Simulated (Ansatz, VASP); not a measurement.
## SnTe in VASP and in Ansatz

Contents of INCAR:

```
PREC = Accurate
ENCUT = 520
EDIFF = 1E-7
ISMEAR = -1
SIGMA = 0.05
LREAL = False
LASPH = True
NELM = 60
ALGO = Normal
ISIF = 2
LWAVE = False
LCHARG = True
LELF = True
LVHAR = True
NBANDS = 17
```

KPOINTS

```
Automatic mesh
0
Gamma
  7 7 7
```

Contents of POSCAR:

```
SnTe
1.0
    0.0000000000      3.1508500000      3.1508500000
    3.1508500000      0.0000000000      3.1508500000
    3.1508500000      3.1508500000      0.0000000000
Te Sn
1 1
Direct
    0.5000000000      0.5000000000      0.5000000000
    0.0000000000      0.0000000000      0.0000000000
```

Contents of input.yaml:

```yaml
crystal:
  lattice:
    - [0.0, 3.15085, 3.15085]
    - [3.15085, 0.0, 3.15085]
    - [3.15085, 3.15085, 0.0]
  atoms:
    - { symbol: Te, position: [0.5, 0.5, 0.5] }
    - { symbol: Sn, position: [0.0, 0.0, 0.0] }
kpoints:
  mp_grid: { grid: [7, 7, 7] }
  band_path:
    path:
      - [0.0, 0.0, 0.0]
      - [0.5, 0.0, 0.5]
      - [0.5, 0.25, 0.75]
      - [0.375, 0.375, 0.75]
      - [0.0, 0.0, 0.0]
      - [0.5, 0.5, 0.5]
      - [0.625, 0.25, 0.625]
      - [0.5, 0.25, 0.75]
    npoints: 12
scf:
  occupations: { method: fermi_dirac, width: 0.05 }
hamiltonian:
  xc: lda
  pseudopotentials: { kind: all_electron, lapw: { basis_error: 0.001 } }
output:
  forces: true
  stress: true
  eigenvalues: true
```

Alike in both runs: functional LDA; k mesh 7 × 7 × 7; occupations fermi-dirac, width 0.05 eV; no spin polarisation.

```csv
,VASP,Ansatz
version,VASP 6.6.1,Ansatz 0.2.0
potentials or method,"VASP PAW LDA potentials, release 64 (Te, Sn_d), cutoff 520 eV","all-electron LAPW, scalar-relativistic"
task,single point,band structure
```

VASP gave:

* pressure (GPa): -1.5

Problem. Which values does Ansatz return?

Solution. Pressure (GPa): -1.6.

LDA's correlation is that of Perdew and Zunger in VASP and of Perdew and Wang (1992) in Ansatz. Ansatz ran all-electron here, and VASP with PAW potentials.

Neither program's run includes spin-orbit coupling.
